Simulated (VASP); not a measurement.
# Ga (P6/mmm) in VASP: notebook

Runs on Ga. Level: BLYP. Tasks: single point, relaxation of cell and atoms.

Program: VASP 6.6.1. These are calculated values, not measurements. Logs are shortened: lines on timing, memory, paths and dates and some standing lists are left out, and cuts for length are marked.

## (1) The cell of the first run

The structure is hexagonal, space group P6/mmm (No. 191). Conventional cell: a = 5.039 Å, b = 5.039 Å, c = 3.402 Å, α = 90.00°, β = 90.00°, γ = 120.00°. Within 4.4 Å of Ga (site symmetry 6/mmm) lie 14 Ga at 3.37 to 3.40 Å. Ga (site symmetry -6m2) has 11 Ga at 2.91 to 3.40 Å within 3.8 Å.

This isn't the form of Ga at room conditions, which is orthorhombic.

## (2) Single point, BLYP (24.94 Å³/atom)

INCAR reads:

```
SYSTEM = Ga
PREC     = Accurate       ! precision mode
ENCUT    = 520            ! plane-wave cutoff, eV
EDIFF    = 1E-7           ! SCF threshold, eV
ISMEAR   = -1             ! smearing method
SIGMA    = 0.1            ! smearing width, eV
LREAL    = .False.        ! projectors in reciprocal space
LASPH    = .True.         ! aspherical terms in the spheres
NELM     = 60             ! most SCF steps
ALGO     = Normal         ! electronic algorithm
ISIF     = 2              ! what is computed and relaxed
LWAVE    = .False.        ! write WAVECAR
LCHARG   = .False.        ! write CHGCAR
GGA      = B5             ! functional
ALDAX    = 1.0          
AGGAX    = 1.0          
AGGAC    = 1.0          
ALDAC    = 0.0          
NBANDS   = 26             ! bands
```

KPOINTS reads:

```
regular mesh
0
Gamma
  9 9 11
  0 0 0
```

POSCAR reads:

```
Ga
1.0
    5.0392944442      0.0000000000      0.0000000000
   -2.5196472221      4.3641570058      0.0000000000
    0.0000000000      0.0000000000      3.4018510196
Ga
3
Direct
    1.0000000000      1.0000000000      0.0000000000
    0.3333333333      0.6666666667      0.5000000000
    0.6666666667      0.3333333333      0.5000000000
```

Potentials or basis: VASP PAW PBE potentials, release 64 (Ga_d).

On the command line:

```console
> cat potpaw_PBE.64/Ga_d/POTCAR > POTCAR
> mpirun -np 1 vasp_std > vasp.out
```

OUTCAR:

```text
SYSTEM = Ga
   PREC = Accurate
   ENCUT = 520
   EDIFF = 1E-7
   ISMEAR = -1
   LREAL = .False.
   LASPH = .True.
   NELM = 60
   ISIF = 2
   GGA = B5

 ion  position               nearest neighbor table
   1  0.000  0.000  0.000-
   2  0.333  0.667  0.500-   3 2.91   3 2.91   3 2.91
   3  0.667  0.333  0.500-   2 2.91   2 2.91   2 2.91

  LATTYP: Found a hexagonal cell.
 ALAT       =     5.0392944442
 C/A-ratio  =     0.6750649436

  Lattice vectors:

 A1 = (   5.0392944442,   0.0000000000,   0.0000000000)
 A2 = (  -2.5196472221,   4.3641570058,   0.0000000000)
 A3 = (   0.0000000000,   0.0000000000,   3.4018510196)

Analysis of symmetry for initial positions (statically):
=====================================================================
 Subroutine PRICEL returns:
 Original cell was already a primitive cell.

 Routine SETGRP: Setting up the symmetry group for a
 hexagonal supercell.

 Subroutine GETGRP returns: Found 24 space group operations
 (whereof 24 operations were pure point group operations)
 out of a pool of 24 trial point group operations.

The static configuration has the point symmetry D_6h.

Analysis of symmetry for dynamics (positions and initial velocities):
=====================================================================
 Subroutine PRICEL returns:
 Original cell was already a primitive cell.

 Routine SETGRP: Setting up the symmetry group for a
 hexagonal supercell.

 Subroutine GETGRP returns: Found 24 space group operations
 (whereof 24 operations were pure point group operations)
 out of a pool of 24 trial point group operations.

The dynamic configuration has the point symmetry D_6h.

 Subroutine INISYM returns: Found 24 space group operations
 (whereof 24 operations are pure point group operations),
 and found     1 'primitive' translations

----------------------------------------------------------------------------------------

                                     Primitive cell

  volume of cell :      74.8144

  direct lattice vectors                    reciprocal lattice vectors
     5.039294444  0.000000000  0.000000000     0.198440478  0.114569664  0.000000000
    -2.519647222  4.364157006  0.000000000     0.000000000  0.229139327  0.000000000
     0.000000000  0.000000000  3.401851020     0.000000000  0.000000000  0.293957611

  length of vectors
     5.039294444  5.039294444  3.401851020     0.229139327  0.229139327  0.293957611

  position of ions in fractional coordinates (direct lattice)
     0.000000000  0.000000000  0.000000000
     0.333333333  0.666666667  0.500000000
     0.666666667  0.333333333  0.500000000

  ion indices of the primitive-cell ions
   primitive index   ion index
                 1           1
                 2           2
                 3           3

----------------------------------------------------------------------------------------

 KPOINTS: regular mesh

Automatic generation of k-mesh.
 Grid dimensions read from file:
 generate k-points for:    9    9   11

 Generating k-lattice:

  Cartesian coordinates                     Fractional coordinates (reciprocal lattice)
     0.022048942  0.012729963  0.000000000     0.111111111 -0.000000000  0.000000000
     0.000000000  0.025459925  0.000000000     0.000000000  0.111111111  0.000000000
     0.000000000  0.000000000  0.026723419     0.000000000  0.000000000  0.090909091

  Length of vectors
     0.025459925  0.025459925  0.026723419

  Shift w.r.t. Gamma in fractional coordinates (k-lattice)
     0.000000000  0.000000000  0.000000000

 Subroutine IBZKPT returns following result:
 ===========================================

 Found     72 irreducible k-points:

 Following reciprocal coordinates:
            Coordinates               Weight
  0.000000  0.000000  0.000000      1.000000
  0.111111  0.000000  0.000000      6.000000
  0.222222  0.000000  0.000000      6.000000
  0.333333  0.000000  0.000000      6.000000
  0.444444  0.000000  0.000000      6.000000
  0.111111  0.111111  0.000000      6.000000
[... 16 lines left out ...]
  0.333333  0.222222  0.090909     24.000000
  0.333333  0.333333  0.090909      4.000000
 [... further k-points ...]
   k-points           NKPTS =     72   k-points in BZ     NKDIM =     72   number of bands    NBANDS=     26
   number of dos      NEDOS =    301   number of ions     NIONS =      3
   total plane-waves  NPLWV =  44800
   dimension x,y,z NGX =    40 NGY =   40 NGZ =   28
   dimension x,y,z NGXF=    80 NGYF=   80 NGZF=   56
   ions per type =               3
   NGX,Y,Z   is equivalent  to a cutoff of  13.20, 13.20, 13.68 a.u.
   NGXF,Y,Z  is equivalent  to a cutoff of  26.39, 26.39, 27.37 a.u.
 SYSTEM =  Ga
   PREC   = accura    normal or accurate (medium, high low for compatibility)
   ISTART =      0    job   : 0-new  1-cont  2-samecut
   ICHARG =      2    charge: 1-file 2-atom 10-const
   ISPIN  =      1    spin polarized calculation?
   LNONCOLLINEAR =      F non collinear calculations
   LSORBIT =      F    spin-orbit coupling
   LASPH  =      T    aspherical Exc in radial PAW
   ENCUT  =  520.0 eV  38.22 Ry    6.18 a.u.   9.37  9.37  6.33*2*pi/ulx,y,z
   NELM   =     60;   NELMIN=  2; NELMDL= -5     # of ELM steps
   EDIFF  = 0.1E-06   stopping-criterion for ELM
   LREAL  =      F    real-space projection
   EDIFFG = 0.1E-05   stopping-criterion for IOM
   NSW    =      0    number of steps for IOM
   IBRION =     -1    ionic relax: 0-MD 1-quasi-New 2-CG
   NFREE  =      0    steps in history (QN), initial steepest desc. (CG)
   ISIF   =      2    stress and relaxation
   ISYM   =      2    0-nonsym 1-usesym 2-fastsym
   POTIM  = 0.5000    time-step for ionic-motion
   TEBEG  =    0.0;   TEEND  =   0.0 temperature during run
   PSTRESS=    0.0 pullay stress
   NELECT =      39.0000    total number of electrons
   NUPDOWN=      -1.0000    fix difference up-down
   EMIN   =  10.00;   EMAX   =-10.00  energy-range for DOS
   EFERMI =   0.00;   METHOD = LEGACY
   ISMEAR =    -1;   SIGMA  =   0.10  broadening in eV -4-tet -1-fermi 0-gaus
   EFERMI_NEDOS =   21; number of points for ismear=-14 and -15
   IALGO  =     38    algorithm
   IMIX   =      4    mixing-type and parameters
     AMIX     =   0.40;   BMIX     =  1.00
     AMIX_MAG =   1.60;   BMIX_MAG =  1.00
  volume/ion in A,a.u.               =      24.94       168.29
  Fermi-wavevector in a.u.,A,eV,Ry     =   1.317552  2.489813 23.618957  1.735944
  Thomas-Fermi vector in A             =   2.447585
   LORBIT       =      0    0 simple, 1 ext, 2 COOP (PROOUT), +10 PAW based schemes
   GGA     = B5    functional components
   LHFCALC =     F    Hartree Fock is set to
   AEXX    =    0.0000 exact exchange contribution
   IVDW    =     0    specifies the selected vdW correction
   LEPSILON=     F    determine dielectric tensor
   LRPA    =     F    only Hartree local field effects (RPA)
 non-spin polarized calculation
  energy-cutoff  :      520.00
  volume of cell :       74.81
 maximum number of plane-waves:      2041
 NGX is ok and might be reduce to    40
   NGX = 19   NGY = 19   NGZ = 13

 number of electron      38.9999997 magnetization

 Free energy of the ion-electron system (eV)
  ---------------------------------------------------
  ext. energy  EPLUGINS =         0.00000000
  ---------------------------------------------------
  free energy    TOTEN  =        -6.28231203 eV

  energy without entropy =       -6.23005469  energy(sigma->0) =       -6.25618336

 E-fermi :   3.7586     XC(G=0):  -9.1180

 val. band max:        3.7582137370   @ k =   0.1111   0.0000   0.4545
 cond. band min:       3.7895220543   @ k =   0.3333   0.0000   0.4545
 fundamental gap:      0.0313083173
 Fermi energy:         3.7586308026

 k-point     1 :       0.0000    0.0000    0.0000
  band No.  band energies     occupation
      1     -11.2247      2.00000
      2     -11.1292      2.00000
      3     -11.1292      2.00000
      4     -11.1268      2.00000
      5     -11.1212      2.00000
      6     -11.1212      2.00000
[... 18 lines left out ...]
     25      11.9868      0.00000
     26      12.0258      0.00000

 k-point     2 :       0.1111    0.0000    0.0000
  band No.  band energies     occupation
      1     -11.2222      2.00000
      2     -11.1418      2.00000
      3     -11.1382      2.00000
      4     -11.1311      2.00000
      5     -11.1288      2.00000
      6     -11.1283      2.00000
[... 18 lines left out ...]
     25      11.7584      0.00000
     26      11.8457      0.00000

 k-point     3 :       0.2222    0.0000    0.0000
  band No.  band energies     occupation
      1     -11.2157      2.00000
      2     -11.1647      2.00000
      3     -11.1557      2.00000
      4     -11.1425      2.00000
      5     -11.1329      2.00000
      6     -11.1324      2.00000
[... 18 lines left out ...]
     25      11.0661      0.00000
     26      11.4705      0.00000

 k-point     4 :       0.3333    0.0000    0.0000
  band No.  band energies     occupation
      1     -11.2083      2.00000
      2     -11.1840      2.00000
      3     -11.1703      2.00000
      4     -11.1509      2.00000
      5     -11.1398      2.00000
      6     -11.1273      2.00000
[... 18 lines left out ...]
     25      10.1604      0.00000
     26      11.2531      0.00000
[... 496 lines left out ...]
      1     -11.2044      2.00000
      2     -11.1863      2.00000
      3     -11.1787      2.00000
      4     -11.1457      2.00000
      5     -11.1391      2.00000
      6     -11.1280      2.00000
[... 18 lines left out ...]
     25       9.5898      0.00000
     26       9.7505      0.00000

 k-point    23 :       0.3333    0.2222    0.0909
  band No.  band energies     occupation
      1     -11.2075      2.00000
      2     -11.1873      2.00000
      3     -11.1839      2.00000
      4     -11.1454      2.00000
      5     -11.1350      2.00000
      6     -11.1237      2.00000
[... 18 lines left out ...]
     25      10.1633      0.00000
     26      10.5633      0.00000

 k-point    24 :       0.3333    0.3333    0.0909
  band No.  band energies     occupation
      1     -11.2098      2.00000
      2     -11.1863      2.00000
      3     -11.1863      2.00000
      4     -11.1405      2.00000
      5     -11.1243      2.00000
      6     -11.1243      2.00000
[... 18 lines left out ...]
     25      10.8306      0.00000
     26      10.8306      0.00000

 [... further k-points ...]

------------------------ aborting loop because EDIFF is reached ----------------------------------------

  FORCE on cell =-STRESS in cart. coord.  units (eV):
  Direction    XX          YY          ZZ          XY          YZ          ZX
  --------------------------------------------------------------------------------------
  -------------------------------------------------------------------------------------
  Total       -1.1348490     -1.1348490     -1.0003736      0.0000000     -0.0000000      0.0000000
  in kB      -24.3031904    -24.3031904    -21.4233505      0.0000000     -0.0000000      0.0000000
  external PRESSURE =     -23.3432437 kB  Pullay stress =       0.0000000 kB

 VOLUME and BASIS-vectors are now :
 -----------------------------------------------------------------------------
  energy-cutoff  :      520.00
  volume of cell :       74.81
      direct lattice vectors                 reciprocal lattice vectors
     5.039294444  0.000000000  0.000000000     0.198440478  0.114569664  0.000000000
    -2.519647222  4.364157006  0.000000000     0.000000000  0.229139327  0.000000000
     0.000000000  0.000000000  3.401851020     0.000000000  0.000000000  0.293957611

 POSITION                                       TOTAL-FORCE (eV/Angst)
 -----------------------------------------------------------------------------------
      0.00000      0.00000      0.00000         0.000000      0.000000      0.000000
     -0.00000      2.90944      1.70093        -0.000000      0.000000      0.000000
      2.51965      1.45472      1.70093         0.000000      0.000000     -0.000000
 -----------------------------------------------------------------------------------
    total drift:                               -0.000000      0.000000      0.000000

  FREE ENERGIE OF THE ION-ELECTRON SYSTEM (eV)
  ---------------------------------------------------
  free  energy   TOTEN  =        -6.2823120325 eV

  energy  without entropy=       -6.2300546903  energy(sigma->0) =       -6.25618336
```

Wall time 2.9 min (1 thread of Intel Xeon 8259CL, shared host); peak memory 0.26 GiB.

Results:

```
Free energy            : -6.2823 eV
Pressure               : -2.3 GPa
Band gap on the k mesh : zero (an odd number of electrons rules out a gap without spin polarisation)
```

Stress tensor (GPa, compression positive):
```
-2.43  0.00  0.00
 0.00 -2.43  0.00
 0.00  0.00 -2.14
```

Levels at points of the mesh, in eV from the Fermi level:
```tsv
k point	band 15	band 16	band 17	band 18	band 19	band 20	band 21	band 22	band 23	band 24
(0.00, 0.00, 0.00)	-14.79	-9.27	-3.24	-2.77	-0.47	-0.47	-0.19	-0.19	3.13	6.87
```

Caveat: the PAW data sets were made with another functional, which shifts forces and pressure a little.

## (3) Relaxation of cell and atoms, BLYP

This run uses another cell than the first one, of 19.59 Å³/atom.

INCAR reads:

```
PREC = Accurate
ENCUT = 600
EDIFF = 1E-6
ISMEAR = -1
SIGMA = 0.1
LREAL = False
LASPH = True
NELM = 80
ALGO = Normal
ISIF = 3
LWAVE = False
LCHARG = False
GGA = B5
ALDAX = 1.0
AGGAX = 1.0
AGGAC = 1.0
ALDAC = 0.0
IBRION = 2
NSW = 80
EDIFFG = -0.01
```

KPOINTS reads:

```
Automatic mesh
0
Gamma
  8 8 11
```

POSCAR reads:

```
Ga
1.0
    4.8020307411      0.0000000000      0.0000000000
   -2.4010153706      4.1586806116      0.0000000000
    0.0000000000      0.0000000000      2.9436448443
Ga
3
Direct
    0.0000000000      0.0000000000      0.0000000000
    0.3333333333      0.6666666667      0.5000000000
    0.6666666667      0.3333333333      0.5000000000
```

Potentials or basis: VASP PAW PBE potentials, release 64 (Ga_d).

On the command line:

```console
> cat potpaw_PBE.64/Ga_d/POTCAR > POTCAR
> mpirun -np 1 vasp_std > vasp.out
```

OUTCAR:

```text
PREC = Accurate
   ENCUT = 600
   EDIFF = 1E-6
   ISMEAR = -1
   LREAL = False
   LASPH = True
   NELM = 80
   ISIF = 3
   GGA = B5
   IBRION = 2
   NSW = 80
   EDIFFG = -0.01

 ion  position               nearest neighbor table
   1  0.000  0.000  0.000-
   2  0.333  0.667  0.500-   3 2.77   3 2.77   3 2.77
   3  0.667  0.333  0.500-   2 2.77   2 2.77   2 2.77

  LATTYP: Found a hexagonal cell.
 ALAT       =     4.8020307411
 C/A-ratio  =     0.6130000000

  Lattice vectors:

 A1 = (   4.8020307411,   0.0000000000,   0.0000000000)
 A2 = (  -2.4010153706,   4.1586806116,   0.0000000000)
 A3 = (   0.0000000000,   0.0000000000,   2.9436448443)

[... 164 lines left out ...]
 NGX is ok and might be reduce to    40
   NGX = 19   NGY = 19   NGZ = 11

--------------------------------------- Ionic step        1  -------------------------------------------

 number of electron      38.9999990 magnetization

 Free energy of the ion-electron system (eV)
  ---------------------------------------------------
  ext. energy  EPLUGINS =         0.00000000
  ---------------------------------------------------
  free energy    TOTEN  =        -6.24107008 eV

  energy without entropy =       -6.18246622  energy(sigma->0) =       -6.21176815

 E-fermi :   5.7274     XC(G=0): -10.2689

 val. band max:        5.7132968151   @ k =   0.1250   0.1250   0.2727
 cond. band min:       5.7380859251   @ k =   0.1250  -0.0000   0.3636
 fundamental gap:      0.0247891099
 Fermi energy:         5.7273963046
[... 1367 lines left out ...]
--------------------------------------- Ionic step        4  -------------------------------------------

 number of electron      39.0000015 magnetization

 Free energy of the ion-electron system (eV)
  ---------------------------------------------------
  ext. energy  EPLUGINS =         0.00000000
  ---------------------------------------------------
  free energy    TOTEN  =        -6.33857903 eV

  energy without entropy =       -6.27811318  energy(sigma->0) =       -6.30834610

 E-fermi :   4.7011     XC(G=0):  -9.6869

 val. band max:        4.6983990728   @ k =   0.1250   0.1250   0.2727
 cond. band min:       4.7055434798   @ k =   0.2500   0.2500   0.1818
 fundamental gap:      0.0071444070
 Fermi energy:         4.7010878840
[... 654 lines left out ...]
  FREE ENERGIE OF THE ION-ELECTRON SYSTEM (eV)
  ---------------------------------------------------
  free  energy   TOTEN  =        -6.3385790279 eV

  energy  without entropy=       -6.2781131771  energy(sigma->0) =       -6.30834610

 reached required accuracy - stopping structural energy minimisation
```

CONTCAR:

```text
Ga
   1.00000000000000
     4.9968116531112496   -0.0000000000023419    0.0000000000000000
    -2.4984058266096811    4.3273658295817352    0.0000000000000000
     0.0000000000000000    0.0000000000000000    3.0660625831336179
  Ga
     3
Direct
     0.0000000000000000    0.0000000000000000    0.0000000000000000
     0.3333333332999970    0.6666666667000030    0.5000000000000000
     0.6666666667000030    0.3333333332999970    0.5000000000000000

  0.00000000E+00  0.00000000E+00  0.00000000E+00
  0.00000000E+00  0.00000000E+00  0.00000000E+00
  0.00000000E+00  0.00000000E+00  0.00000000E+00
```

It took 4.2 min on 1 thread of Intel Xeon 8259CL, shared host; peak memory 0.24 GiB.

Results:

* Free energy: -6.3386 eV
* Relaxed volume: 22.10 Å³/atom
* Relaxed cell: a = 4.997 Å, b = 4.997 Å, c = 3.066 Å, α = 90.00°, β = 90.00°, γ = 120.00°
* Space group after relaxing (to 0.1 Å): P6/mmm (No. 191)
* Energy gained by relaxing: 32.5 meV/atom
* Ionic steps: 4
* Pressure after relaxing: 0.0 GPa
* Band gap on the k mesh: zero (an odd number of electrons rules out a gap without spin polarisation)

Stress tensor (GPa, compression positive):
```
 0.06  0.00  0.00
 0.00  0.06  0.00
 0.00  0.00 -0.06
```

The path:
```
step  energy change (eV)  largest force (eV/Å)  pressure (GPa)  volume (Å³)
   1              0.0000                0.0000            4.55        58.78
   2             -0.0865                0.0000            1.50        63.65
   3             -0.0975                0.0000           -0.07        66.46
   4             -0.0975                0.0000            0.02        66.30
```

Final structure:
```
Ga
1.0
     4.99681    0.00000    0.00000
    -2.49841    4.32737    0.00000
     0.00000    0.00000    3.06606
Ga
3
Cartesian
  0.0000 0.0000 0.0000
  0.0000 2.8849 1.5330
  2.4984 1.4425 1.5330
```

Caveat: the PAW data sets were made with another functional, which shifts forces and pressure a little.
